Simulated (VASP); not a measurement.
# BaTiO3 (R3m) in VASP: settings compared, part 2 of 2

VASP 6.6.1. Earlier steps stand in the parts before.

## Step 5: Single point, PBE (volume scaled by 0.98)

INCAR

```
SYSTEM = BaTiO3
ALGO = Normal ; EDIFF = 1E-6
ENCUT = 520 ; GGA = PE
ISIF = 2 ; ISMEAR = -1
LASPH = .True. ; LCHARG = .False.
LREAL = .False. ; LWAVE = .False.
NBANDS = 28 ; NELM = 60
PREC = Accurate ; SIGMA = 0.05
```

KPOINTS

```
k-points
0
Gamma
  7 7 7
  0 0 0
```

POSCAR

```
BaTiO3
1.0
    2.8083904218      1.6214249660      2.3028333365
   -2.8083904218      1.6214249660      2.3028333365
    0.0000000000     -3.2428499320      2.3028333365
Ba Ti O
1 1 3
Direct
    0.0000000000      0.0000000000      0.0000000000
    0.4845000000      0.4845000000      0.4845000000
    0.5086000000      0.0175000000      0.5086000000
    0.0175000000      0.5086000000      0.5086000000
    0.5086000000      0.5086000000      0.0175000000
```

Potentials or basis: VASP PAW PBE potentials, release 64 (Ba_sv, Ti_sv, O).

Run with:

```sh
cat potpaw_PBE.64/Ba_sv/POTCAR potpaw_PBE.64/Ti_sv/POTCAR potpaw_PBE.64/O/POTCAR > POTCAR
mpirun -np 1 vasp_std > vasp.out
```

OUTCAR:

```text
SYSTEM = BaTiO3
   EDIFF = 1E-6
   ENCUT = 520
   GGA = PE
   ISIF = 2
   ISMEAR = -1
   LASPH = .True.
   LREAL = .False.
   NELM = 60
   PREC = Accurate

 ion  position               nearest neighbor table
   1  0.000  0.000  0.000-   5 2.77   4 2.77   3 2.77   4 2.81   3 2.81   4 2.81   3 2.81   5 2.81
                             5 2.81   5 2.87   4 2.87   3 2.87   2 3.35   2 3.41   2 3.41   2 3.41
   2  0.484  0.484  0.484-   5 1.86   4 1.86   3 1.86   5 2.12   4 2.12   3 2.12   1 3.35   1 3.41
                             1 3.41   1 3.41   1 3.48   1 3.48   1 3.48   1 3.56
   3  0.509  0.017  0.509-   2 1.86   2 2.12   1 2.77   1 2.81   1 2.81   1 2.87
   4  0.017  0.509  0.509-   2 1.86   2 2.12   1 2.77   1 2.81   1 2.81   1 2.87
   5  0.509  0.509  0.017-   2 1.86   2 2.12   1 2.77   1 2.81   1 2.81   1 2.87

  LATTYP: Found a trigonal (rhomboedric) cell.
 ALAT       =     3.9773253648
 COS(alpha) =     0.0028448828

  Lattice vectors:

 A1 = (   2.8083904218,   1.6214249660,   2.3028333365)
 A2 = (  -2.8083904218,   1.6214249660,   2.3028333365)
 A3 = (   0.0000000000,  -3.2428499320,   2.3028333365)

Analysis of symmetry for initial positions (statically):
=====================================================================
 Subroutine PRICEL returns:
 Original cell was already a primitive cell.

 Routine SETGRP: Setting up the symmetry group for a
 trigonal (rhombohedral) supercell.

 Subroutine GETGRP returns: Found  6 space group operations
 (whereof  6 operations were pure point group operations)
 out of a pool of 12 trial point group operations.

The static configuration has the point symmetry C_3v.

Analysis of symmetry for dynamics (positions and initial velocities):
=====================================================================
 Subroutine PRICEL returns:
 Original cell was already a primitive cell.
[... 131 lines left out ...]
   IALGO  =     38    algorithm
   IMIX   =      4    mixing-type and parameters
     AMIX     =   0.40;   BMIX     =  1.00
     AMIX_MAG =   1.60;   BMIX_MAG =  1.00
  volume/ion in A,a.u.               =      12.58        84.92
  Fermi-wavevector in a.u.,A,eV,Ry     =   1.407685  2.660139 26.960990  1.981577
  Thomas-Fermi vector in A             =   2.529919
   LORBIT       =      0    0 simple, 1 ext, 2 COOP (PROOUT), +10 PAW based schemes
   GGA     = PE    functional components
   LHFCALC =     F    Hartree Fock is set to
   AEXX    =    0.0000 exact exchange contribution
   IVDW    =     0    specifies the selected vdW correction
   LEPSILON=     F    determine dielectric tensor
   LRPA    =     F    only Hartree local field effects (RPA)
 non-spin polarized calculation
  energy-cutoff  :      520.00
  volume of cell :       62.92
 maximum number of plane-waves:      1743
 NGX is ok and might be reduce to    30
   NGX = 15   NGY = 15   NGZ = 15

 number of electron      39.9999996 magnetization

 Free energy of the ion-electron system (eV)
  ---------------------------------------------------
  ext. energy  EPLUGINS =         0.00000000
  ---------------------------------------------------
  free energy    TOTEN  =       -39.91852740 eV

  energy without entropy =      -39.91852740  energy(sigma->0) =      -39.91852740

 E-fermi :   5.0046     XC(G=0): -11.3419

 val. band max:        3.8633460252   @ k =   0.4286   0.4286   0.4286
 cond. band min:       6.3560963205   @ k =   0.0000   0.0000   0.0000
 fundamental gap:      2.4927502953
 Fermi energy:         5.0046073746

 k-point     1 :       0.0000    0.0000    0.0000
  band No.  band energies     occupation
      1     -52.2773      2.00000
      2     -28.5487      2.00000
      3     -28.5487      2.00000
      4     -28.5431      2.00000
      5     -20.8379      2.00000
      6     -12.9458      2.00000
[... 733 lines left out ...]
     27      12.4333      0.00000
     28      12.5615      0.00000

 [... further k-points ...]

------------------------ aborting loop because EDIFF is reached ----------------------------------------

  FORCE on cell =-STRESS in cart. coord.  units (eV):
  Direction    XX          YY          ZZ          XY          YZ          ZX
  --------------------------------------------------------------------------------------
  -------------------------------------------------------------------------------------
  Total        4.2896274      4.2896274      4.0934568      0.0000000      0.0000000      0.0000000
  in kB      109.2350601    109.2350601    104.2395904      0.0000000      0.0000000      0.0000000
  external PRESSURE =     107.5699035 kB  Pullay stress =       0.0000000 kB

 VOLUME and BASIS-vectors are now :
 -----------------------------------------------------------------------------
  energy-cutoff  :      520.00
  volume of cell :       62.92
      direct lattice vectors                 reciprocal lattice vectors
     2.808390422  1.621424966  2.302833336     0.178037924  0.102790243  0.144749222
    -2.808390422  1.621424966  2.302833336    -0.178037924  0.102790243  0.144749222
     0.000000000 -3.242849932  2.302833336     0.000000000 -0.205580486  0.144749222

 POSITION                                       TOTAL-FORCE (eV/Angst)
 -----------------------------------------------------------------------------------
      0.00000      0.00000      0.00000         0.000000     -0.000000     -0.110936
      0.00000      0.00000      3.34717         0.000000     -0.000000      0.432124
      1.37920     -0.79628      2.38274         0.255441     -0.147479     -0.107063
     -1.37920     -0.79628      2.38274        -0.255441     -0.147479     -0.107063
      0.00000      1.59256      2.38274         0.000000      0.294957     -0.107063
 -----------------------------------------------------------------------------------
    total drift:                                0.000000     -0.000002      0.000538

  FREE ENERGIE OF THE ION-ELECTRON SYSTEM (eV)
  ---------------------------------------------------
  free  energy   TOTEN  =       -39.9185273956 eV

  energy  without entropy=      -39.9185273956  energy(sigma->0) =      -39.91852740
```

stdout:

```text
POSCAR found type information on POSCAR BaTiO
 POSCAR found :  3 types and       5 ions
 scaLAPACK will be used
 LDA part: xc-table for (Slater+PW92), standard interpolation
 POSCAR, INCAR and KPOINTS ok, starting setup
 FFT: planning ... GRIDC
 FFT: planning ... GRID_SOFT
 FFT: planning ... GRID
 WAVECAR not read
 entering main loop
```

Run time: 2 min. Hardware: 1 thread of AMD EPYC 7R13, shared host; peak memory 0.19 GiB.

What came out:

```
Free energy            : -39.9185 eV
Pressure               : 10.8 GPa
Largest force          : 0.432 eV/Å
Band gap on the k mesh : 2.49 eV, indirect (least direct gap 2.82 eV)
```

Forces on the atoms (eV/Å):
```
Ba   0.000  0.000 -0.111
Ti   0.000  0.000  0.432
O    0.255 -0.147 -0.107
O   -0.255 -0.147 -0.107
O    0.000  0.295 -0.107
```

Stress tensor (GPa, compression positive):
```
10.92  0.00  0.00
 0.00 10.92  0.00
 0.00  0.00 10.42
```

Levels at points of the mesh, in eV from the valence-band top:
```
           k point  band 18  band 19  band 20  band 21  band 22  band 23
(0.00, 0.00, 0.00)    -0.47    -0.32    -0.32     2.49     2.49     2.64
```

Caveat: spin-orbit coupling is left out, which moves the levels of the heavy elements.

## Step 6: Single point, PBE (volume scaled by 1.02)

INCAR

```
ALGO = Normal ; EDIFF = 1E-7
ENCUT = 520 ; GGA = PE
ISIF = 2 ; ISMEAR = -1
LASPH = T ; LCHARG = F
LREAL = F ; LWAVE = F
NBANDS = 28 ; NELM = 60
PREC = Accurate ; SIGMA = 0.05
```

KPOINTS

```
k-points
0
Gamma
  7 7 7
```

POSCAR: that of step 5 with these lines changed.

```diff
@@ -2,5 +2,5 @@
 1.0
-    2.8083904218      1.6214249660      2.3028333365
-   -2.8083904218      1.6214249660      2.3028333365
-    0.0000000000     -3.2428499320      2.3028333365
+    2.8460914363      1.6431916568      2.3337475400
+   -2.8460914363      1.6431916568      2.3337475400
+    0.0000000000     -3.2863833137      2.3337475400
 Ba Ti O
```

Potentials or basis: VASP PAW PBE potentials, release 64 (Ba_sv, Ti_sv, O).

Run with:

```sh
cat potpaw_PBE.64/Ba_sv/POTCAR potpaw_PBE.64/Ti_sv/POTCAR potpaw_PBE.64/O/POTCAR > POTCAR
mpirun -np 1 vasp_std > vasp.out
```

OUTCAR:

```text
EDIFF = 1E-7
   ENCUT = 520
   GGA = PE
   ISIF = 2
   ISMEAR = -1
   LASPH = T
   LREAL = F
   NELM = 60
   PREC = Accurate

 ion  position               nearest neighbor table
   1  0.000  0.000  0.000-   5 2.81   4 2.81   3 2.81   4 2.85   3 2.85   4 2.85   3 2.85   5 2.85
                             5 2.85   5 2.90   4 2.90   3 2.90   2 3.39   2 3.45   2 3.45   2 3.45
   2  0.484  0.484  0.484-   5 1.89   4 1.89   3 1.89   5 2.15   4 2.15   3 2.15   1 3.39   1 3.45
[... 953 lines left out ...]
  -------------------------------------------------------------------------------------
  Total        1.3630094      1.3630094      1.3482559      0.0000000     -0.0000000      0.0000000
  in kB       33.3478033     33.3478033     32.9868406      0.0000000     -0.0000000      0.0000000
  external PRESSURE =      33.2274824 kB  Pullay stress =       0.0000000 kB

 VOLUME and BASIS-vectors are now :
 -----------------------------------------------------------------------------
  energy-cutoff  :      520.00
  volume of cell :       65.49
      direct lattice vectors                 reciprocal lattice vectors
     2.846091436  1.643191657  2.333747540     0.175679528  0.101428623  0.142831788
    -2.846091436  1.643191657  2.333747540    -0.175679528  0.101428623  0.142831788
     0.000000000 -3.286383314  2.333747540     0.000000000 -0.202857245  0.142831788

 POSITION                                       TOTAL-FORCE (eV/Angst)
 -----------------------------------------------------------------------------------
      0.00000      0.00000      0.00000         0.000000      0.000000     -0.122718
      0.00000     -0.00000      3.39210         0.000000     -0.000000      0.008048
      1.39772     -0.80697      2.41473         0.022027     -0.012717      0.038223
     -1.39772     -0.80697      2.41473        -0.022027     -0.012717      0.038223
      0.00000      1.61394      2.41473         0.000000      0.025434      0.038223
 -----------------------------------------------------------------------------------
    total drift:                                0.000000     -0.000001      0.000377

  FREE ENERGIE OF THE ION-ELECTRON SYSTEM (eV)
  ---------------------------------------------------
  free  energy   TOTEN  =       -40.0322338244 eV

  energy  without entropy=      -40.0322338244  energy(sigma->0) =      -40.03223382
```

Wall time 2.5 min (1 thread of AMD EPYC 7R13, shared host); peak memory 0.2 GiB.

Results:

```yaml
Free_energy: -40.0322 eV
Pressure: 3.3 GPa
Largest_force: 0.123 eV/Å
Band_gap_on_the_k_mesh: 2.39 eV, indirect (least direct gap 2.74 eV)
```

Forces on the atoms (eV/Å):
```
Ba   0.000  0.000 -0.123
Ti   0.000  0.000  0.008
O    0.022 -0.013  0.038
O   -0.022 -0.013  0.038
O    0.000  0.025  0.038
```

Levels at points of the mesh, in eV from the valence-band top:
```tsv
k point	band 17	band 18	band 19	band 20	band 21	band 22	band 23	band 24
(0.00, 0.00, 0.00)	-0.98	-0.48	-0.36	-0.36	2.39	2.39	2.52	4.40
```

Caveat: spin-orbit coupling is left out, which moves the levels of the heavy elements. A k mesh can miss the band edges.

## Step 7: The runs side by side

| level | potentials or basis | cell | gap on the mesh (eV) | pressure (GPa) | largest force (eV/Å) |
| --- | --- | --- | --- | --- | --- |
| LDA | VASP PAW LDA potentials, release 64 (Ba_sv, Ti_sv, O) | a = 4.004 Å, angles 89.8°, 5 atoms | 2.35 | -3.9 | 0.14 |
| PBE | VASP PAW PBE potentials, release 64 (Ba_sv, Ti_sv, O) | a = 3.922 Å, angles 89.8°, 5 atoms | 2.60 | 20.0 | 0.91 |
| PBE | VASP PAW PBE potentials, release 64 (Ba_sv, Ti_sv, O) | a = 3.950 Å, angles 89.8°, 5 atoms | 2.55 | 15.1 | 0.66 |
| PBE | VASP PAW PBE potentials, release 64 (Ba_sv, Ti_sv, O) | a = 3.977 Å, angles 89.8°, 5 atoms | 2.49 | 10.8 | 0.43 |
| PBE | VASP PAW PBE potentials, release 64 (Ba_sv, Ti_sv, O) | a = 4.031 Å, angles 89.8°, 5 atoms | 2.39 | 3.3 | 0.12 |

Alike in all rows: task single point; no spin polarisation; k mesh 7 × 7 × 7; cutoff (eV) 520; smearing fermi-dirac 0.05 eV.

Caveats: spin-orbit coupling is left out, which moves the levels of the heavy elements.

Absolute energies hang on the potentials; compare differences alone.
